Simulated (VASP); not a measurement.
# SnSe2 in VASP: single point with r2SCAN

Aim: the single point of SnSe2 with r2SCAN.

Program: VASP 6.6.1. These are calculated values, not measurements. Logs are shortened: lines on timing, memory, paths and dates and some standing lists are left out, and cuts for length are marked.

**1. The cell of the first run**

The typed cell holds 3 atoms: a = 3.686 Å, b = 3.686 Å, c = 5.390 Å, α = 90.00°, β = 90.00°, γ = 60.00°.

**2. Single point, r2SCAN**

The input, POSCAR:

```
SnSe2
1.0
    1.8427730000      3.1917750000      0.0000000000
   -1.8427730000      3.1917750000      0.0000000000
    0.0000000000      0.0000000000      5.3895940000
Sn Se
1 2
Direct
    0.0000000000      0.0000000000      0.0000000000
    0.6667000000      0.6666000000      0.2775000000
    0.3333000000      0.3334000000      0.7225000000
```

The input, INCAR.step1:

```
ALGO = Normal
EDIFF = 1E-4
ENCUT = 520
GGA = PE
ISMEAR = -1
LASPH = T
LCHARG = F
LREAL = F
LWAVE = T
NBANDS = 20
NELM = 100
PREC = Accurate
SIGMA = 0.1
```

The input, INCAR.step2:

```
ALGO = Normal
EDIFF = 1E-6
ENCUT = 520
ISIF = 2
ISMEAR = -1
ISTART = 1
LASPH = T
LCHARG = T
LELF = T
LMIXTAU = T
LREAL = F
LVHAR = T
LWAVE = F
METAGGA = R2SCAN
NBANDS = 20
NELM = 100
PREC = Accurate
SIGMA = 0.1
```

The input, KPOINTS:

```
k-points
0
Gamma
  11 11 6
```

Potentials or basis: VASP PAW PBE potentials, release 64 (Sn_d, Se).

Run with:

```bash
> cat potpaw_PBE.64/Sn_d/POTCAR potpaw_PBE.64/Se/POTCAR > POTCAR
> cp INCAR.step1 INCAR
> mpirun -np 1 vasp_std > vasp.out
> cp INCAR.step2 INCAR
> mpirun -np 1 vasp_std > vasp.out
```

OUTCAR:

```text
EDIFF = 1E-6
   ENCUT = 520
   ISIF = 2
   ISMEAR = -1
   ISTART = 1
   LASPH = T
   LREAL = F
   METAGGA = R2SCAN
   NELM = 100
   PREC = Accurate

 ion  position               nearest neighbor table
   1  0.000  0.000  0.000-   2 2.60   3 2.60   3 2.60   2 2.60   2 2.60   3 2.60
   2  0.667  0.667  0.278-   1 2.60   1 2.60   1 2.60
   3  0.333  0.333  0.722-   1 2.60   1 2.60   1 2.60

  LATTYP: Found a hexagonal cell.
 ALAT       =     3.6855447332
 C/A-ratio  =     1.4623602182

  Lattice vectors:

 A1 = (   1.8427730000,  -3.1917750000,   0.0000000000)
 A2 = (   1.8427730000,   3.1917750000,   0.0000000000)
 A3 = (   0.0000000000,   0.0000000000,   5.3895940000)

Analysis of symmetry for initial positions (statically):
=====================================================================
 Subroutine PRICEL returns:
 Original cell was already a primitive cell.

 Routine SETGRP: Setting up the symmetry group for a
 hexagonal supercell.

 Subroutine GETGRP returns: Found  4 space group operations
 (whereof  4 operations were pure point group operations)
 out of a pool of 24 trial point group operations.

The static configuration has the point symmetry C_2h.

Analysis of symmetry for dynamics (positions and initial velocities):
=====================================================================
 Subroutine PRICEL returns:
 Original cell was already a primitive cell.

 Routine SETGRP: Setting up the symmetry group for a
 hexagonal supercell.

 Subroutine GETGRP returns: Found  4 space group operations
 (whereof  4 operations were pure point group operations)
 out of a pool of 24 trial point group operations.

The dynamic configuration has the point symmetry C_2h.

 Subroutine INISYM returns: Found  4 space group operations
 (whereof  4 operations are pure point group operations),
 and found     1 'primitive' translations

----------------------------------------------------------------------------------------

                                     Primitive cell

  volume of cell :      63.4001

  direct lattice vectors                    reciprocal lattice vectors
     1.842773000  3.191775000  0.000000000     0.271330218  0.156652646  0.000000000
    -1.842773000  3.191775000  0.000000000    -0.271330218  0.156652646  0.000000000
     0.000000000  0.000000000  5.389594000     0.000000000  0.000000000  0.185542733

  length of vectors
     3.685544733  3.685544733  5.389594000     0.313305185  0.313305185  0.185542733

  position of ions in fractional coordinates (direct lattice)
     0.000000000  0.000000000  0.000000000
     0.666700000  0.666600000  0.277500000
     0.333300000  0.333400000  0.722500000

  ion indices of the primitive-cell ions
   primitive index   ion index
                 1           1
                 2           2
                 3           3

----------------------------------------------------------------------------------------

 KPOINTS: k-points

Automatic generation of k-mesh.
 Grid dimensions read from file:
 generate k-points for:   11   11    6

 Generating k-lattice:

  Cartesian coordinates                     Fractional coordinates (reciprocal lattice)
     0.024666383  0.014241150  0.000000000     0.090909091 -0.000000000  0.000000000
    -0.024666383  0.014241150  0.000000000    -0.000000000  0.090909091  0.000000000
     0.000000000  0.000000000  0.030923789     0.000000000  0.000000000  0.166666667

  Length of vectors
     0.028482290  0.028482290  0.030923789

  Shift w.r.t. Gamma in fractional coordinates (k-lattice)
     0.000000000  0.000000000  0.000000000

 Subroutine IBZKPT returns following result:
 ===========================================

 Found    204 irreducible k-points:

 Following reciprocal coordinates:
            Coordinates               Weight
  0.000000  0.000000  0.000000      1.000000
  0.090909  0.000000  0.000000      4.000000
  0.000000  0.090909  0.000000      2.000000
  0.181818  0.000000  0.000000      4.000000
  0.000000  0.181818  0.000000      2.000000
  0.272727  0.000000  0.000000      4.000000
[... 16 lines left out ...]
 -0.454545  0.090909  0.000000      4.000000
 -0.090909  0.454545  0.000000      2.000000
 [... further k-points ...]
   k-points           NKPTS =    204   k-points in BZ     NKDIM =    204   number of bands    NBANDS=     20
   number of dos      NEDOS =    301   number of ions     NIONS =      3
   total plane-waves  NPLWV =  31360
   dimension x,y,z NGX =    28 NGY =   28 NGZ =   40
   dimension x,y,z NGXF=    56 NGYF=   56 NGZF=   80
   ions per type =               1   2
   NGX,Y,Z   is equivalent  to a cutoff of  12.63, 12.63, 12.34 a.u.
   NGXF,Y,Z  is equivalent  to a cutoff of  25.26, 25.26, 24.68 a.u.
 SYSTEM =  unknown system
   PREC   = accura    normal or accurate (medium, high low for compatibility)
   ISTART =      1    job   : 0-new  1-cont  2-samecut
   ICHARG =      0    charge: 1-file 2-atom 10-const
   ISPIN  =      1    spin polarized calculation?
   LNONCOLLINEAR =      F non collinear calculations
   LSORBIT =      F    spin-orbit coupling
   LASPH  =      T    aspherical Exc in radial PAW
   ENCUT  =  520.0 eV  38.22 Ry    6.18 a.u.   6.85  6.85 10.02*2*pi/ulx,y,z
   NELM   =    100;   NELMIN=  2; NELMDL=  0     # of ELM steps
   EDIFF  = 0.1E-05   stopping-criterion for ELM
   LREAL  =      F    real-space projection
   EDIFFG = 0.1E-04   stopping-criterion for IOM
   NSW    =      0    number of steps for IOM
   IBRION =     -1    ionic relax: 0-MD 1-quasi-New 2-CG
   NFREE  =      0    steps in history (QN), initial steepest desc. (CG)
   ISIF   =      2    stress and relaxation
   ISYM   =      2    0-nonsym 1-usesym 2-fastsym
   POTIM  = 0.5000    time-step for ionic-motion
   TEBEG  =    0.0;   TEEND  =   0.0 temperature during run
   PSTRESS=    0.0 pullay stress
   NELECT =      26.0000    total number of electrons
   NUPDOWN=      -1.0000    fix difference up-down
   EMIN   =  10.00;   EMAX   =-10.00  energy-range for DOS
   EFERMI =   0.00;   METHOD = LEGACY
   ISMEAR =    -1;   SIGMA  =   0.10  broadening in eV -4-tet -1-fermi 0-gaus
   EFERMI_NEDOS =   21; number of points for ismear=-14 and -15
   IALGO  =     38    algorithm
   IMIX   =      4    mixing-type and parameters
     AMIX     =   0.40;   BMIX     =  1.00
     AMIX_MAG =   1.60;   BMIX_MAG =  1.00
  volume/ion in A,a.u.               =      21.13       142.62
  Fermi-wavevector in a.u.,A,eV,Ry     =   1.216287  2.298448 20.127818  1.479353
  Thomas-Fermi vector in A             =   2.351645
   LORBIT       =      0    0 simple, 1 ext, 2 COOP (PROOUT), +10 PAW based schemes
   METAGGA = R2SCAN    functional components
   LHFCALC =     F    Hartree Fock is set to
   AEXX    =    0.0000 exact exchange contribution
   IVDW    =     0    specifies the selected vdW correction
   LEPSILON=     F    determine dielectric tensor
   LRPA    =     F    only Hartree local field effects (RPA)
 non-spin polarized calculation
  energy-cutoff  :      520.00
  volume of cell :       63.40
 maximum number of plane-waves:      1734
   NGX = 13   NGY = 13   NGZ = 21

 number of electron      26.0000010 magnetization

 Free energy of the ion-electron system (eV)
  ---------------------------------------------------
  ext. energy  EPLUGINS =         0.00000000
  ---------------------------------------------------
  free energy    TOTEN  =       -53.94834236 eV

  energy without entropy =      -53.94453937  energy(sigma->0) =      -53.94644087

 E-fermi :   7.1669     XC(G=0): -11.1211

 val. band max:        7.0216208773   @ k =   0.0000   0.0909   0.0000
 cond. band min:       7.3422317130   @ k =   0.3636   0.0000   0.3333
 fundamental gap:      0.3206108357
 Fermi energy:         7.1669453812

 k-point     1 :       0.0000    0.0000    0.0000
  band No.  band energies     occupation
      1     -15.8203      2.00000
      2     -15.8202      2.00000
      3     -15.7390      2.00000
      4     -15.7178      2.00000
      5     -15.7178      2.00000
      6      -9.3711      2.00000
[... 12 lines left out ...]
     19      16.1123      0.00000
     20      16.1132      0.00000

 k-point     2 :       0.0909    0.0000    0.0000
  band No.  band energies     occupation
      1     -15.8280      2.00000
      2     -15.8163      2.00000
      3     -15.7353      2.00000
      4     -15.7205      2.00000
      5     -15.7166      2.00000
      6      -9.2708      2.00000
[... 12 lines left out ...]
     19      15.4097      0.00000
     20      16.0220      0.00000

 k-point     3 :       0.0000    0.0909    0.0000
  band No.  band energies     occupation
      1     -15.8281      2.00000
      2     -15.8162      2.00000
      3     -15.7353      2.00000
      4     -15.7205      2.00000
      5     -15.7166      2.00000
      6      -9.2708      2.00000
[... 12 lines left out ...]
     19      15.4088      0.00000
     20      16.0223      0.00000

 k-point     4 :       0.1818    0.0000    0.0000
  band No.  band energies     occupation
      1     -15.8499      2.00000
      2     -15.8069      2.00000
      3     -15.7316      2.00000
      4     -15.7202      2.00000
      5     -15.7118      2.00000
      6      -8.9748      2.00000
[... 12 lines left out ...]
     19      14.6900      0.00000
     20      15.9231      0.00000

 k-point     5 :       0.0000    0.1818    0.0000
  band No.  band energies     occupation
      1     -15.8500      2.00000
      2     -15.8069      2.00000
      3     -15.7316      2.00000
      4     -15.7202      2.00000
      5     -15.7118      2.00000
      6      -8.9748      2.00000
[... 12 lines left out ...]
     19      14.6893      0.00000
     20      15.9229      0.00000
[... 353 lines left out ...]
      6      -7.5423      2.00000
[... 12 lines left out ...]
     19      16.4549      0.00000
     20      19.0051      0.00000

 k-point    22 :      -0.0909    0.3636    0.0000
  band No.  band energies     occupation
      1     -15.9128      2.00000
      2     -15.7988      2.00000
      3     -15.7458      2.00000
      4     -15.6921      2.00000
      5     -15.6819      2.00000
      6      -7.5425      2.00000
[... 12 lines left out ...]
     19      16.4547      0.00000
     20      19.0057      0.00000

 k-point    23 :      -0.4545    0.0909    0.0000
  band No.  band energies     occupation
      1     -15.9206      2.00000
      2     -15.7985      2.00000
      3     -15.7479      2.00000
      4     -15.6831      2.00000
      5     -15.6825      2.00000
      6      -7.1828      2.00000
[... 12 lines left out ...]
     19      17.7293      0.00000
     20      19.0380      0.00000

 k-point    24 :      -0.0909    0.4545    0.0000
  band No.  band energies     occupation
      1     -15.9206      2.00000
      2     -15.7985      2.00000
      3     -15.7479      2.00000
      4     -15.6831      2.00000
      5     -15.6825      2.00000
      6      -7.1833      2.00000
[... 12 lines left out ...]
     19      17.7295      0.00000
     20      19.0381      0.00000

 [... further k-points ...]

------------------------ aborting loop because EDIFF is reached ----------------------------------------

  FORCE on cell =-STRESS in cart. coord.  units (eV):
  Direction    XX          YY          ZZ          XY          YZ          ZX
  --------------------------------------------------------------------------------------
  -------------------------------------------------------------------------------------
  Total        6.7745803      6.7733256      7.9092259     -0.0010812      0.0016252     -0.0028149
  in kB      171.1996289    171.1679216    199.8731268     -0.0273235      0.0410691     -0.0711352
  external PRESSURE =     180.7468924 kB  Pullay stress =       0.0000000 kB

 VOLUME and BASIS-vectors are now :
 -----------------------------------------------------------------------------
  energy-cutoff  :      520.00
  volume of cell :       63.40
      direct lattice vectors                 reciprocal lattice vectors
     1.842773000  3.191775000  0.000000000     0.271330218  0.156652646  0.000000000
    -1.842773000  3.191775000  0.000000000    -0.271330218  0.156652646  0.000000000
     0.000000000  0.000000000  5.389594000     0.000000000  0.000000000  0.185542733

 POSITION                                       TOTAL-FORCE (eV/Angst)
 -----------------------------------------------------------------------------------
      0.00000      0.00000      0.00000        -0.000000     -0.000000      0.000000
      0.00018      4.25559      1.49561        -0.001669      0.000964      0.886944
     -0.00018      2.12796      3.89398         0.001669     -0.000964     -0.886944
 -----------------------------------------------------------------------------------
    total drift:                               -0.000000     -0.000000      0.000000

  FREE ENERGIE OF THE ION-ELECTRON SYSTEM (eV)
  ---------------------------------------------------
  free  energy   TOTEN  =       -53.9483423620 eV

  energy  without entropy=      -53.9445393726  energy(sigma->0) =      -53.94644087
```

Wall time 5.1 min (1 thread of Intel Xeon 6975P-C (Granite Rapids), shared host); peak memory 0.37 GiB.

What came out:

| Quantity | Value |
| --- | --- |
| Free energy | -53.9483 eV |
| Pressure | 18.1 GPa |
| Largest force | 0.887 eV/Å |
| Band gap on the k mesh | 0.32 eV (least direct gap 1.36 eV) |

Forces on the atoms (eV/Å):
```
Sn   0.000  0.000  0.000
Se  -0.002  0.001  0.887
Se   0.002 -0.001 -0.887
```

Stress tensor (GPa, compression positive):
```
17.12  0.00 -0.01
 0.00 17.12  0.00
-0.01  0.00 19.99
```

Caveat: the cell stands under pressure; the PAW data sets were made with another functional, which shifts forces and pressure a little; spin-orbit coupling is left out, which moves the levels of the heavy elements; an odd mesh through Γ misses points on the zone boundary, where band edges can lie.
